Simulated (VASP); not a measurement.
# SiC in VASP: single point with PBE

Aim: the single point of SiC with PBE.

All numbers are computed with VASP 6.6.1; they aren't measurements. Logs are shortened: lines on timing, memory, paths and dates and some standing lists are left out, and cuts for length are marked.

**1. The cell of the first run**

The cell holds a slab with vacuum, 24 atoms: a = 6.194 Å, b = 6.194 Å, c = 21.689 Å, α = 90.00°, β = 90.00°, γ = 120.00°.

**2. Single point, PBE**

The input, INCAR:

```
SYSTEM = SiC
  ALGO = Normal
  DIPOL = 0.5 0.5 0.499
  EDIFF = 1E-6
  ENCUT = 520
  GGA = PE
  IDIPOL = 3
  ISIF = 2
  ISMEAR = 0
  LASPH = .TRUE.
  LCHARG = .FALSE.
  LDIPOL = .TRUE.
  LREAL = Auto
  LWAVE = .FALSE.
  NBANDS = 66
  NELM = 60
  PREC = Accurate
  SIGMA = 0.05
```

The input, KPOINTS:

```
k-points
0
G
  3 3 1
  0 0 0
```

The input, POSCAR:

```
SiC
1.0
    6.1938710058      0.0000000000      0.0000000000
   -3.0969355029      5.3640496388      0.0000000000
    0.0000000000      0.0000000000     21.6894338113
C Si
12 12
Direct
    0.5000000000      0.0000000000      0.3688431920
    0.5000000000      0.5000000000      0.3688431920
    0.0000000000      0.0000000000      0.3688431920
    0.0000000000      0.5000000000      0.3688431920
    0.6666666667      0.8333333333      0.4854270213
    0.6666666667      0.3333333333      0.4854270213
    0.1666666667      0.8333333333      0.4854270213
    0.1666666667      0.3333333333      0.4854270213
    0.8333333333      0.6666666667      0.6037758026
    0.8333333333      0.1666666667      0.6037758026
    0.3333333333      0.6666666667      0.6037758026
    0.3333333333      0.1666666667      0.6037758026
    0.1666666667      0.8333333333      0.3979891493
    0.1666666667      0.3333333333      0.3979891493
    0.6666666667      0.8333333333      0.3979891493
    0.6666666667      0.3333333333      0.3979891493
    0.3333333333      0.6666666667      0.5123281964
    0.3333333333      0.1666666667      0.5123281964
    0.8333333333      0.6666666667      0.5123281964
    0.8333333333      0.1666666667      0.5123281964
    0.5000000000      0.5000000000      0.6274597376
    0.5000000000      0.0000000000      0.6274597376
    0.0000000000      0.5000000000      0.6274597376
    0.0000000000      0.0000000000      0.6274597376
```

Potentials or basis: VASP PAW PBE potentials, release 64 (C, Si).

On the command line:

```
$ cat potpaw_PBE.64/C/POTCAR potpaw_PBE.64/Si/POTCAR > POTCAR
$ mpirun -np 1 vasp_std > vasp.out
```

OUTCAR:

```text
SYSTEM = SiC
   EDIFF = 1E-6
   ENCUT = 520
   GGA = PE
   ISIF = 2
   ISMEAR = 0
   LASPH = .TRUE.
   LREAL = Auto
   NELM = 60
   PREC = Accurate

 ion  position               nearest neighbor table
   1  0.500  0.000  0.369-  13 1.90  16 1.90  15 1.90
   2  0.500  0.500  0.369-  14 1.90  15 1.90  16 1.90
   3  0.000  0.000  0.369-  15 1.90  14 1.90  13 1.90
   4  0.000  0.500  0.369-  16 1.90  13 1.90  14 1.90
   5  0.667  0.833  0.485-  19 1.88  17 1.88  20 1.88  15 1.90
   6  0.667  0.333  0.485-  20 1.88  18 1.88  19 1.88  16 1.90
   7  0.167  0.833  0.485-  17 1.88  19 1.88  18 1.88  13 1.90
   8  0.167  0.333  0.485-  18 1.88  20 1.88  17 1.88  14 1.90
   9  0.833  0.667  0.604-  21 1.86  24 1.86  23 1.86  19 1.98
  10  0.833  0.167  0.604-  22 1.86  23 1.86  24 1.86  20 1.98
  11  0.333  0.667  0.604-  23 1.86  22 1.86  21 1.86  17 1.98
  12  0.333  0.167  0.604-  24 1.86  21 1.86  22 1.86  18 1.98
  13  0.167  0.833  0.398-   1 1.90   4 1.90   3 1.90   7 1.90  17 3.06  19 3.06  18 3.06  15 3.10
                            15 3.10  14 3.10  14 3.10  16 3.10  16 3.10
  14  0.167  0.333  0.398-   2 1.90   3 1.90   4 1.90   8 1.90  18 3.06  20 3.06  17 3.06  16 3.10
                            16 3.10  15 3.10  13 3.10  13 3.10  15 3.10
  15  0.667  0.833  0.398-   3 1.90   2 1.90   1 1.90   5 1.90  19 3.06  17 3.06  20 3.06  13 3.10
                            13 3.10  14 3.10  16 3.10  16 3.10  14 3.10
  16  0.667  0.333  0.398-   4 1.90   1 1.90   2 1.90   6 1.90  20 3.06  18 3.06  19 3.06  14 3.10
                            14 3.10  13 3.10  15 3.10  15 3.10  13 3.10
  17  0.333  0.667  0.512-   7 1.88   5 1.88   8 1.88  11 1.98  13 3.06  15 3.06  14 3.06  23 3.07
                            22 3.07  21 3.07  19 3.10  19 3.10  18 3.10  18 3.10  20 3.10  20 3.10
[... 19 lines left out ...]
  Lattice vectors:

 A1 = (   6.1938710058,   0.0000000000,   0.0000000000)
 A2 = (  -3.0969355029,   5.3640496388,   0.0000000000)
 A3 = (   0.0000000000,   0.0000000000,  21.6894338113)

Analysis of symmetry for initial positions (statically):
=====================================================================
 Subroutine PRICEL returns following result:

  LATTYP: Found a hexagonal cell.
 ALAT       =     3.0969355029
 C/A-ratio  =     7.0035148588

  Lattice vectors:

 A1 = (   3.0969355029,   0.0000000000,   0.0000000000)
 A2 = (  -1.5484677515,   2.6820248194,   0.0000000000)
 A3 = (   0.0000000000,   0.0000000000,  21.6894338113)

   4 primitive cells build up your supercell.

 Routine SETGRP: Setting up the symmetry group for a
 hexagonal supercell.

 Subroutine GETGRP returns: Found  6 space group operations
 (whereof  6 operations were pure point group operations)
 out of a pool of 24 trial point group operations.

The static configuration has the point symmetry C_3v.

Analysis of symmetry for dynamics (positions and initial velocities):
=====================================================================
 Subroutine PRICEL returns following result:

  LATTYP: Found a hexagonal cell.
 ALAT       =     3.0969355029
 C/A-ratio  =     7.0035148588

  Lattice vectors:

 A1 = (   3.0969355029,   0.0000000000,   0.0000000000)
 A2 = (  -1.5484677515,   2.6820248194,   0.0000000000)
 A3 = (   0.0000000000,   0.0000000000,  21.6894338113)

   4 primitive cells build up your supercell.

 Routine SETGRP: Setting up the symmetry group for a
 hexagonal supercell.

 Subroutine GETGRP returns: Found  6 space group operations
 (whereof  6 operations were pure point group operations)
 out of a pool of 24 trial point group operations.

The dynamic configuration has the point symmetry C_3v.

 Subroutine INISYM returns: Found  6 space group operations
 (whereof  6 operations are pure point group operations),
 and found     4 'primitive' translations

----------------------------------------------------------------------------------------

                                     Primitive cell

  volume of cell :     180.1537

  direct lattice vectors                    reciprocal lattice vectors
     3.096935503  0.000000000  0.000000000     0.322899847  0.186426314  0.000000000
    -1.548467751  2.682024819  0.000000000     0.000000000  0.372852627  0.000000000
     0.000000000  0.000000000 21.689433811     0.000000000  0.000000000  0.046105399

  length of vectors
     3.096935503  3.096935503 21.689433811     0.372852627  0.372852627  0.046105399

  position of ions in fractional coordinates (direct lattice)
     1.000000000  0.000000000  0.368843192
     0.333333333  0.666666667  0.485427021
     0.666666667  0.333333333  0.603775803
     0.333333333  0.666666667  0.397989149
     0.666666667  0.333333333  0.512328196
     1.000000000  0.000000000  0.627459738

  ion indices of the primitive-cell ions
   primitive index   ion index
                 1           1
                 2           5
                 3          12
                 4          15
                 5          18
                 6          22

----------------------------------------------------------------------------------------

 KPOINTS: k-points

Automatic generation of k-mesh.
 Grid dimensions read from file:
 generate k-points for:    3    3    1

 Generating k-lattice:

  Cartesian coordinates                     Fractional coordinates (reciprocal lattice)
     0.053816641  0.031071052  0.000000000     0.333333333  0.000000000  0.000000000
     0.000000000  0.062142105  0.000000000     0.000000000  0.333333333  0.000000000
     0.000000000  0.000000000  0.046105399     0.000000000  0.000000000  1.000000000

  Length of vectors
     0.062142105  0.062142105  0.046105399

  Shift w.r.t. Gamma in fractional coordinates (k-lattice)
     0.000000000  0.000000000  0.000000000

 Subroutine IBZKPT returns following result:
 ===========================================

 Found      3 irreducible k-points:

 Following reciprocal coordinates:
            Coordinates               Weight
  0.000000  0.000000  0.000000      1.000000
  0.333333  0.000000  0.000000      6.000000
  0.333333  0.333333  0.000000      2.000000
   k-points           NKPTS =      3   k-points in BZ     NKDIM =      3   number of bands    NBANDS=     66
   number of dos      NEDOS =    301   number of ions     NIONS =     24
   total plane-waves  NPLWV = 373248
   dimension x,y,z NGX =    48 NGY =   48 NGZ =  162
   dimension x,y,z NGXF=    96 NGYF=   96 NGZF=  324
   ions per type =              12  12
   NGX,Y,Z   is equivalent  to a cutoff of  12.88, 12.88, 12.42 a.u.
   NGXF,Y,Z  is equivalent  to a cutoff of  25.77, 25.77, 24.83 a.u.
 SYSTEM =  SiC
   PREC   = accura    normal or accurate (medium, high low for compatibility)
   ISTART =      0    job   : 0-new  1-cont  2-samecut
   ICHARG =      2    charge: 1-file 2-atom 10-const
   ISPIN  =      1    spin polarized calculation?
   LNONCOLLINEAR =      F non collinear calculations
   LSORBIT =      F    spin-orbit coupling
   LASPH  =      T    aspherical Exc in radial PAW
   ENCUT  =  520.0 eV  38.22 Ry    6.18 a.u.  11.52 11.52 40.33*2*pi/ulx,y,z
   NELM   =     60;   NELMIN=  2; NELMDL= -5     # of ELM steps
   EDIFF  = 0.1E-05   stopping-criterion for ELM
   LREAL  =      T    real-space projection
   EDIFFG = 0.1E-04   stopping-criterion for IOM
   NSW    =      0    number of steps for IOM
   IBRION =     -1    ionic relax: 0-MD 1-quasi-New 2-CG
   NFREE  =      0    steps in history (QN), initial steepest desc. (CG)
   ISIF   =      2    stress and relaxation
   ISYM   =      2    0-nonsym 1-usesym 2-fastsym
   POTIM  = 0.5000    time-step for ionic-motion
   TEBEG  =    0.0;   TEEND  =   0.0 temperature during run
   PSTRESS=    0.0 pullay stress
   NELECT =      96.0000    total number of electrons
   NUPDOWN=      -1.0000    fix difference up-down
   EMIN   =  10.00;   EMAX   =-10.00  energy-range for DOS
   EFERMI =   0.00;   METHOD = LEGACY
   ISMEAR =     0;   SIGMA  =   0.05  broadening in eV -4-tet -1-fermi 0-gaus
   EFERMI_NEDOS =   21; number of points for ismear=-14 and -15
   IALGO  =     38    algorithm
   IMIX   =      4    mixing-type and parameters
     AMIX     =   0.40;   BMIX     =  1.00
     AMIX_MAG =   1.60;   BMIX_MAG =  1.00
  volume/ion in A,a.u.               =      30.03       202.62
  Fermi-wavevector in a.u.,A,eV,Ry     =   0.836111  1.580022  9.511594  0.699082
  Thomas-Fermi vector in A             =   1.949782
   LORBIT       =      0    0 simple, 1 ext, 2 COOP (PROOUT), +10 PAW based schemes
   GGA     = PE    functional components
   LHFCALC =     F    Hartree Fock is set to
   AEXX    =    0.0000 exact exchange contribution
   IVDW    =     0    specifies the selected vdW correction
   LEPSILON=     F    determine dielectric tensor
   LRPA    =     F    only Hartree local field effects (RPA)
 non-spin polarized calculation
 Gauss-broadening in eV      SIGMA  =   0.05
  energy-cutoff  :      520.00
  volume of cell :      720.61
 maximum number of plane-waves:     19437
 NGX is ok and might be reduce to    48
   NGX = 23   NGY = 23   NGZ = 81

 dipolmoment           0.000000      0.000000      0.347711 electrons x Angstroem

 number of electron      96.0000000 magnetization

 dipolmoment           0.000000      0.000000     -0.480092 electrons x Angstroem

 Free energy of the ion-electron system (eV)
  ---------------------------------------------------
  ext. energy  EPLUGINS =         0.00000000
  ---------------------------------------------------
  free energy    TOTEN  =      -164.82615096 eV

  energy without entropy =     -164.81125873  energy(sigma->0) =     -164.81870484

 E-fermi :  -0.4291     XC(G=0):  -4.7543

 val. band max:       -0.4546357611   @ k =   0.0000   0.0000   0.0000
 cond. band min:      -0.3709364448   @ k =   0.0000   0.0000   0.0000
 fundamental gap:      0.0836993163
 Fermi energy:        -0.4291185648

 k-point     1 :       0.0000    0.0000    0.0000
  band No.  band energies     occupation
      1     -16.6338      2.00000
      2     -15.2512      2.00000
      3     -13.4931      2.00000
      4     -13.4931      2.00000
      5     -13.4931      2.00000
      6     -13.0739      2.00000
[... 178 lines left out ...]
     59       4.0890      0.00000
     60       4.0890      0.00000
 [bands above 60 left out]

------------------------ aborting loop because EDIFF is reached ----------------------------------------

 vacuum level on the upper side and lower side of the slab       (xc-potential included)        -1.378         1.170

  FORCE on cell =-STRESS in cart. coord.  units (eV):
  Direction    XX          YY          ZZ          XY          YZ          ZX
  --------------------------------------------------------------------------------------
  -------------------------------------------------------------------------------------
  Total        0.0364780      0.0364780      1.7800721      0.0000000      0.0000000      0.0000000
  in kB        0.0811034      0.0811034      3.9577196      0.0000000      0.0000000      0.0000000
  external PRESSURE =       1.3733088 kB  Pullay stress =       0.0000000 kB

 VOLUME and BASIS-vectors are now :
 -----------------------------------------------------------------------------
  energy-cutoff  :      520.00
  volume of cell :      720.61
      direct lattice vectors                 reciprocal lattice vectors
     6.193871006  0.000000000  0.000000000     0.161449923  0.093213157  0.000000000
    -3.096935503  5.364049639  0.000000000     0.000000000  0.186426314  0.000000000
     0.000000000  0.000000000 21.689433811     0.000000000  0.000000000  0.046105399

 POSITION                                       TOTAL-FORCE (eV/Angst)
 -----------------------------------------------------------------------------------
      3.09694      0.00000      8.00000         0.000000      0.000000      2.262431
      1.54847      2.68202      8.00000        -0.000000      0.000000      2.262431
      0.00000      0.00000      8.00000         0.000000      0.000000      2.262431
     -1.54847      2.68202      8.00000        -0.000000      0.000000      2.262431
      1.54847      4.47004     10.52864        -0.000000      0.000000      1.001602
      3.09694      1.78802     10.52864         0.000000      0.000000      1.001602
[... 16 lines left out ...]
     -1.54847      2.68202     13.60925        -0.000000      0.000000     -0.009474
      0.00000      0.00000     13.60925        -0.000000      0.000000     -0.009474
 -----------------------------------------------------------------------------------
    total drift:                               -0.000000      0.000000     -0.024869

  FREE ENERGIE OF THE ION-ELECTRON SYSTEM (eV)
  ---------------------------------------------------
  free  energy   TOTEN  =      -164.8261509556 eV

  energy  without entropy=     -164.8112587332  energy(sigma->0) =     -164.81870484

 vacuum level on the upper side and lower side of the slab         3.573         6.187
```

It took 11 min on 1 thread of AMD EPYC 7R13 (Zen 3), shared host; peak memory 0.71 GiB.

Results:

* Free energy: -164.8262 eV
* Largest force: 3.264 eV/Å
* Band gap on the k mesh: zero (filled and empty bands touch)

Forces in eV/Å, atoms in the order of the input:
```
C    0.000  0.000  2.262
C    0.000  0.000  2.262
C    0.000  0.000  2.262
C    0.000  0.000  2.262
C    0.000  0.000  1.002
C    0.000  0.000  1.002
C    0.000  0.000  1.002
C    0.000  0.000  1.002
C    0.000  0.000  0.001
C    0.000  0.000  0.001
C    0.000  0.000  0.001
C    0.000  0.000  0.001
Si   0.000  0.000 -3.264
Si   0.000  0.000 -3.264
Si   0.000  0.000 -3.264
Si   0.000  0.000 -3.264
Si   0.000  0.000  0.009
Si   0.000  0.000  0.009
Si   0.000  0.000  0.009
Si   0.000  0.000  0.009
Si   0.000  0.000 -0.009
Si   0.000  0.000 -0.009
Si   0.000  0.000 -0.009
Si   0.000  0.000 -0.009
```

Levels at points of the mesh, in eV from the Fermi level:
```csv
k point,band 46,band 47,band 48,band 49,band 50,band 51
"(0.00, 0.00, 0.00)",-0.27,-0.03,-0.03,-0.03,0.06,0.06
```

Caveat: the k points lie up to 0.39 Å⁻¹ apart.
